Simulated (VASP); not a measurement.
# TiSi11O24 (a cell with a defect) in VASP: electric field gradients with PBE

Aim: the electric field gradients of TiSi11O24 (a cell with a defect) with PBE.

All numbers are computed with VASP 6.6.1; they aren't measurements. Logs are shortened: lines on timing, memory, paths and dates and some standing lists are left out, and cuts for length are marked.

## Step 1: The cell of the first run

The cell holds a defect, 36 atoms: a = 10.098 Å, b = 10.098 Å, c = 7.325 Å, α = 113.50°, β = 113.50°, γ = 114.92°.

## Step 2: Electric field gradients, PBE

File INCAR:

```
  PREC = Accurate
  ENCUT = 520
  EDIFF = 1E-8
  ISMEAR = -1
  SIGMA = 0.01
  LREAL = Auto
  LASPH = T
  NELM = 100
  ALGO = Normal
  ISIF = 2
  LWAVE = F
  LCHARG = F
  GGA = PE
  LEFG = T
  NBANDS = 124
```

File KPOINTS:

```
regular mesh
0
Gamma
  4 4 4
```

File POSCAR:

```
TiSi11O24
1.0
   -7.3724492651      4.2564855678      5.4313011400
    7.3724492651     -4.2564855678      5.4313011400
    2.4574830884      4.2564855678     -5.4313011400
Ti Si O
1 11 24
Direct
    0.2655442950      0.2655442950      0.5310885900
    0.7655442950      0.7655442950      0.5310885900
    0.7655442950      0.2655442950      0.0310885900
    0.2655442950      0.7655442950      0.0310885900
    0.5677890383      0.3333333333      0.2344557050
    0.0677890383      0.8333333333      0.2344557050
    0.0677890383      0.3333333333      0.7344557050
    0.5677890383      0.8333333333      0.7344557050
    0.1666666667      0.4011223717      0.2344557050
    0.6666666667      0.9011223717      0.2344557050
    0.6666666667      0.4011223717      0.7344557050
    0.1666666667      0.9011223717      0.7344557050
    0.5991426350      0.5270570450      0.3413087000
    0.0991426350      0.0270570450      0.3413087000
    0.0991426350      0.5270570450      0.8413087000
    0.5991426350      0.0270570450      0.8413087000
    0.4870265667      0.3524150117      0.7212172650
    0.9870265667      0.8524150117      0.7212172650
    0.9870265667      0.3524150117      0.2212172650
    0.4870265667      0.8524150117      0.2212172650
    0.5911672683      0.2978644133      0.4374740350
    0.0911672683      0.7978644133      0.4374740350
    0.0911672683      0.2978644133      0.9374740350
    0.5911672683      0.7978644133      0.9374740350
    0.2421660650      0.3142516550      0.3413087000
    0.7421660650      0.8142516550      0.3413087000
    0.7421660650      0.3142516550      0.8413087000
    0.2421660650      0.8142516550      0.8413087000
    0.3463067667      0.6396096217      0.4374740350
    0.8463067667      0.1396096217      0.4374740350
    0.8463067667      0.6396096217      0.9374740350
    0.3463067667      0.1396096217      0.9374740350
    0.7341906983      0.8688022533      0.7212172650
    0.2341906983      0.3688022533      0.7212172650
    0.2341906983      0.8688022533      0.2212172650
    0.7341906983      0.3688022533      0.2212172650
```

Potentials or basis: VASP PAW PBE potentials, release 64 (Ti_sv, Si, O).

Run with:

```bash
> cat potpaw_PBE.64/Ti_sv/POTCAR potpaw_PBE.64/Si/POTCAR potpaw_PBE.64/O/POTCAR > POTCAR
> mpirun -np 1 vasp_std > vasp.out
```

OUTCAR:

```text
PREC = Accurate
   ENCUT = 520
   EDIFF = 1E-8
   ISMEAR = -1
   LREAL = Auto
   LASPH = T
   NELM = 100
   ISIF = 2
   GGA = PE

 ion  position               nearest neighbor table
   1  0.266  0.266  0.531-  17 1.61  34 1.61  25 1.62  14 1.62
   2  0.766  0.766  0.531-  18 1.61  33 1.61  26 1.62  13 1.62  12 3.06  10 3.06   8 3.06   5 3.06

   3  0.766  0.266  0.031-  19 1.61  36 1.61  27 1.62  16 1.62   9 3.06  11 3.06   5 3.06   8 3.06

   4  0.266  0.766  0.031-  20 1.61  35 1.61  28 1.62  15 1.62  10 3.06  12 3.06   6 3.06   7 3.06
[... 35 lines left out ...]
  35  0.234  0.869  0.221-   4 1.61   6 1.62
  36  0.734  0.369  0.221-   3 1.61   5 1.62

  LATTYP: Found a face centered orthorhombic cell.
 ALAT       =     9.8299323535
 B/A-ratio  =     1.1050536148
 C/A-ratio  =     1.7320508076

  Lattice vectors:

 A1 = (  -7.3724492651,   4.2564855678,  -5.4313011400)
 A2 = (  -4.9149661767,   8.5129711356,   0.0000000000)
 A3 = (   2.4574830884,   4.2564855678,  -5.4313011400)

Analysis of symmetry for initial positions (statically):
=====================================================================
 Subroutine PRICEL returns:
 Original cell was already a primitive cell.

 Routine SETGRP: Setting up the symmetry group for a
 face centered orthorhombic supercell.

 Subroutine GETGRP returns: Found  2 space group operations
 (whereof  2 operations were pure point group operations)
 out of a pool of  8 trial point group operations.

The static configuration has the point symmetry C_2 .

Analysis of symmetry for dynamics (positions and initial velocities):
=====================================================================
 Subroutine PRICEL returns:
 Original cell was already a primitive cell.

 Routine SETGRP: Setting up the symmetry group for a
 face centered orthorhombic supercell.

 Subroutine GETGRP returns: Found  2 space group operations
 (whereof  2 operations were pure point group operations)
 out of a pool of  8 trial point group operations.

The dynamic configuration has the point symmetry C_2 .

[... 2978 lines left out ...]
    112      10.2252      0.00000
 [bands above 112 left out]

------------------------ aborting loop because EDIFF is reached ----------------------------------------

  FORCE on cell =-STRESS in cart. coord.  units (eV):
  Direction    XX          YY          ZZ          XY          YZ          ZX
  --------------------------------------------------------------------------------------
  -------------------------------------------------------------------------------------
  Total       37.6147079     37.0527637     37.2887451     -0.4866579      0.0957496     -0.1658469
  in kB      132.5966961    130.6157704    131.4476353     -1.7155319      0.3375298     -0.5846315
  external PRESSURE =     131.5533673 kB  Pullay stress =       0.0000000 kB

 VOLUME and BASIS-vectors are now :
 -----------------------------------------------------------------------------
  energy-cutoff  :      520.00
  volume of cell :      454.50
      direct lattice vectors                 reciprocal lattice vectors
    -7.372449265  4.256485568  5.431301140     0.000000000  0.117467801  0.092058972
     7.372449265 -4.256485568  5.431301140     0.101730100  0.058733901  0.092058972
     2.457483088  4.256485568 -5.431301140     0.101730100  0.176201702  0.000000000

 POSITION                                       TOTAL-FORCE (eV/Angst)
 -----------------------------------------------------------------------------------
      1.30514      2.26057     -0.00000         0.062083      0.107530     -0.000000
      1.30514      2.26057      5.43130        -0.001328     -0.002301     -0.000000
     -3.60982      2.26057      5.43130        -0.002687     -0.053998      0.047196
      3.76262     -1.99591      5.43130        -0.045420     -0.029326     -0.047196
     -1.15234      1.99591      3.62087        -0.011221      0.027878      0.020316
      6.22011     -2.26057      3.62087        -0.193743     -0.156897     -0.292253
[... 28 lines left out ...]
      5.22228     -1.75961      4.78919         0.143791      0.230184      0.158352
     -2.15017      2.49688      4.78919         0.116349      0.220182      0.118449
 -----------------------------------------------------------------------------------
    total drift:                               -0.002690     -0.004829      0.000122

  FREE ENERGIE OF THE ION-ELECTRON SYSTEM (eV)
  ---------------------------------------------------
  free  energy   TOTEN  =      -283.7925947195 eV

  energy  without entropy=     -283.7925947195  energy(sigma->0) =     -283.79259472

 Electric field gradients (V/A^2)
---------------------------------------------------------------------
 ion       V_xx      V_yy      V_zz      V_xy      V_xz      V_yz
---------------------------------------------------------------------
   1       3.348     4.430    -7.779     0.937    -0.991     0.573
   2      -2.380     4.812    -2.432     6.229     1.610    -0.929
   3      -2.311     4.778    -2.467     6.221     1.589    -0.680
   4      -2.382     4.848    -2.467     6.180     1.383    -1.036
   5      -2.375     4.876    -2.501    -6.196    -1.538    -0.890
   6      -6.961     5.918     1.042    -2.615    -2.087    -0.379
[... 28 lines left out ...]
  35      41.434   -42.515     1.081    -3.560   -63.046    13.648
  36      40.683   -42.123     1.440    -3.459   -63.338    14.186
---------------------------------------------------------------------

 Electric field gradients after diagonalization (V/A^2)
 (convention: |V_zz| > |V_xx| > |V_yy|)
----------------------------------------------------------------------
 ion       V_xx      V_yy      V_zz     asymmetry (V_yy - V_xx)/ V_zz
----------------------------------------------------------------------
   1       4.971     2.930    -7.901       0.258
   2      -6.772    -1.636     8.408       0.611
   3      -6.633    -1.764     8.397       0.580
   4      -6.633    -1.764     8.397       0.580
   5      -6.683    -1.746     8.429       0.586
   6       6.429     1.542    -7.971       0.613
[... 28 lines left out ...]
  35     -53.111   -35.258    88.369       0.202
  36     -53.563   -34.773    88.336       0.213
----------------------------------------------------------------------

           NMR quadrupolar parameters

 Cq : quadrupolar parameter    Cq=e*Q*V_zz/h
 eta: asymmetry parameters     (V_yy - V_xx)/ V_zz
 Q  : nuclear electric quadrupole moment in mb (millibarn)
----------------------------------------------------------------------
 ion       Cq(MHz)       eta       Q (mb)
----------------------------------------------------------------------
   1      -0.019       0.258       1.000
   2       0.020       0.611       1.000
   3       0.020       0.580       1.000
   4       0.020       0.580       1.000
   5       0.020       0.586       1.000
   6      -0.019       0.613       1.000
[... 28 lines left out ...]
  35       0.214       0.202       1.000
  36       0.214       0.213       1.000
----------------------------------------------------------------------
```

OSZICAR:

```text
N       E                     dE             d eps       ncg     rms          rms(c)
DAV:   1     0.157020249509E+04    0.15702E+04   -0.10566E+05  6112   0.154E+03
DAV:   2    -0.170628641007E+03   -0.17408E+04   -0.16895E+04  7224   0.375E+02
DAV:   3    -0.318740499429E+03   -0.14811E+03   -0.14740E+03  7336   0.121E+02
[... 12 lines left out ...]
DAV:  16    -0.283792594683E+03   -0.13769E-06   -0.17860E-06  7568   0.505E-03    0.209E-03
DAV:  17    -0.283792594661E+03    0.21497E-07   -0.44381E-07  7352   0.243E-03    0.110E-03
DAV:  18    -0.283792594724E+03   -0.62693E-07   -0.78450E-08  6968   0.100E-03    0.105E-03
DAV:  19    -0.283792594712E+03    0.11703E-07   -0.32873E-08  6048   0.842E-04    0.512E-04
DAV:  20    -0.283792594720E+03   -0.74324E-08   -0.10385E-08  4096   0.452E-04
   1 F= -.28379259E+03 E0= -.28379259E+03  d E =0.000000E+00
```

stdout:

```text
POSCAR found type information on POSCAR TiSiO
 POSCAR found :  3 types and      36 ions
 scaLAPACK will be used
 LDA part: xc-table for (Slater+PW92), standard interpolation
 POSCAR, INCAR and KPOINTS ok, starting setup
 FFT: planning ... GRIDC
 FFT: planning ... GRID_SOFT
 FFT: planning ... GRID
 WAVECAR not read
 entering main loop
ion   1
     0.0000422    -0.1447156     0.1580141     0.2647759    -0.2736885     0.0835516
     0.0000581    -0.1447156     0.1580141     0.2647759    -0.2736885     0.0835516
     0.0000800    -0.1447156     0.1580141     0.2647759    -0.2736885     0.0835516
     0.0001102    -0.1447157     0.1580141     0.2647759    -0.2736885     0.0835516

     0.0000422    -1.0976256    -0.2580746     6.5544189     0.4469983     0.6337145
     0.0000581    -1.0976404    -0.2580699     6.5543897     0.4469902     0.6337230
     0.0000800    -1.0976656    -0.2580621     6.5543420     0.4469767     0.6337376
     0.0001102    -1.0977084    -0.2580491     6.5542644     0.4469541     0.6337622
[... 106 lines left out ...]
     0.0000353    -0.0042959    -1.5408768     4.0525587    -3.5149372    -4.3585901
     0.0000487    -0.0042959    -1.5408755     4.0525545    -3.5149333    -4.3585853
     0.0000670    -0.0042958    -1.5408732     4.0525474    -3.5149268    -4.3585773
     0.0000923    -0.0042957    -1.5408694     4.0525357    -3.5149160    -4.3585640

ion  12
     0.0000353     0.0003294    -0.2773697     0.2519258    -0.0
```

Wall time 35 min (1 thread of Intel Xeon 6975P-C (Granite Rapids), shared host); peak memory 1.2 GiB.

Results:

| Quantity | Value |
| --- | --- |
| Free energy | -283.7926 eV |
| Pressure | 13.2 GPa |
| Largest force | 8.995 eV/Å |
| Band gap on the k mesh | 6.02 eV |

Forces in eV/Å, atoms in the order of the input:
```
Ti   0.062  0.108  0.000
Si  -0.001 -0.002  0.000
Si  -0.003 -0.054  0.047
Si  -0.045 -0.029 -0.047
Si  -0.011  0.028  0.020
Si  -0.194 -0.157 -0.292
Si   0.368  0.131 -0.147
Si   0.006 -0.039  0.007
Si  -0.039 -0.246  0.292
Si   0.030  0.004 -0.020
Si  -0.070  0.384  0.147
Si  -0.037 -0.014 -0.007
O    0.101 -0.226 -0.138
O   -5.467 -2.813 -6.431
O    0.233 -0.281 -0.112
O    0.097 -0.209 -0.149
O   -2.925  7.741  3.524
O    0.149  0.204 -0.138
O    0.127  0.240 -0.158
O    0.133  0.211 -0.118
O   -0.237 -0.022 -0.160
O   -0.231  0.087 -0.154
O   -0.252 -0.109 -0.142
O   -0.256  0.026 -0.148
O    0.297 -6.141  6.431
O   -0.246 -0.026  0.138
O   -0.360  0.061  0.112
O   -0.230 -0.021  0.149
O    0.191 -0.157  0.154
O    0.099 -0.216  0.160
O    0.032 -0.273  0.142
O    0.150 -0.208  0.148
O    0.102  0.231  0.138
O    8.167  1.337 -3.524
O    0.144  0.230  0.158
O    0.116  0.220  0.118
```

Stress tensor (GPa, compression positive):
```
13.26 -0.17 -0.06
-0.17 13.06  0.03
-0.06  0.03 13.14
```

Levels at points of the mesh, in eV from the valence-band top:
| k point | band 97 | band 98 | band 99 | band 100 | band 101 | band 102 | band 103 | band 104 |
| --- | --- | --- | --- | --- | --- | --- | --- | --- |
| (0.00, 0.00, 0.00) | -0.23 | -0.20 | -0.19 | 0.00 | 6.02 | 6.80 | 6.87 | 7.98 |
| (0.50, 0.00, 0.00) | -0.18 | -0.15 | -0.12 | -0.09 | 6.77 | 6.83 | 7.23 | 7.41 |
| (0.00, 0.50, 0.50) | -0.17 | -0.14 | -0.05 | -0.03 | 6.77 | 6.85 | 7.20 | 7.38 |
| (0.50, 0.50, 0.00) | -0.28 | -0.27 | -0.16 | -0.11 | 6.75 | 6.78 | 6.80 | 7.06 |
| (0.00, 0.00, 0.50) | -0.19 | -0.09 | -0.06 | -0.05 | 6.72 | 6.85 | 7.89 | 7.92 |
| (0.50, 0.50, 0.50) | -0.19 | -0.08 | -0.04 | -0.02 | 6.70 | 6.83 | 7.72 | 7.92 |

Electric field gradients, principal values (V/Å²):
| atom | least | middle | greatest (by size) |
| --- | --- | --- | --- |
| 1 Ti | 2.930 | 4.971 | -7.901 |
| 2 Si | -1.636 | -6.772 | 8.408 |
| 3 Si | -1.764 | -6.633 | 8.397 |
| 4 Si | -1.764 | -6.633 | 8.397 |
| 5 Si | -1.746 | -6.683 | 8.429 |
| 6 Si | 1.542 | 6.429 | -7.971 |
| 7 Si | -1.870 | -7.185 | 9.055 |
| 8 Si | -1.487 | -6.884 | 8.371 |
| 9 Si | 1.542 | 6.429 | -7.971 |
| 10 Si | -1.745 | -6.684 | 8.429 |
| 11 Si | -1.870 | -7.186 | 9.056 |
| 12 Si | -1.487 | -6.885 | 8.372 |
| 13 O | -35.004 | -53.303 | 88.307 |
| 14 O | -22.809 | -24.025 | 46.834 |
| 15 O | -35.645 | -52.351 | 87.996 |
| 16 O | -34.708 | -53.530 | 88.238 |
| 17 O | -21.896 | -24.461 | 46.357 |
| 18 O | -34.719 | -53.587 | 88.307 |
| 19 O | -35.252 | -53.116 | 88.368 |
| 20 O | -34.767 | -53.567 | 88.334 |
| 21 O | -35.015 | -52.899 | 87.914 |
| 22 O | -33.982 | -53.800 | 87.782 |
| 23 O | -34.025 | -52.997 | 87.022 |
| 24 O | -34.631 | -53.527 | 88.158 |
| 25 O | -22.807 | -24.030 | 46.836 |
| 26 O | -35.001 | -53.311 | 88.312 |
| 27 O | -35.642 | -52.359 | 88.001 |
| 28 O | -34.705 | -53.538 | 88.242 |
| 29 O | -33.978 | -53.795 | 87.773 |
| 30 O | -35.012 | -52.893 | 87.905 |
| 31 O | -34.021 | -52.991 | 87.013 |
| 32 O | -34.627 | -53.522 | 88.149 |
| 33 O | -34.726 | -53.583 | 88.308 |
| 34 O | -21.892 | -24.464 | 46.356 |
| 35 O | -35.258 | -53.111 | 88.369 |
| 36 O | -34.773 | -53.563 | 88.336 |

Caveat: without QUAD_EFG the Cq values of the log hold for a quadrupole moment of 1 mb, not for the nuclei.
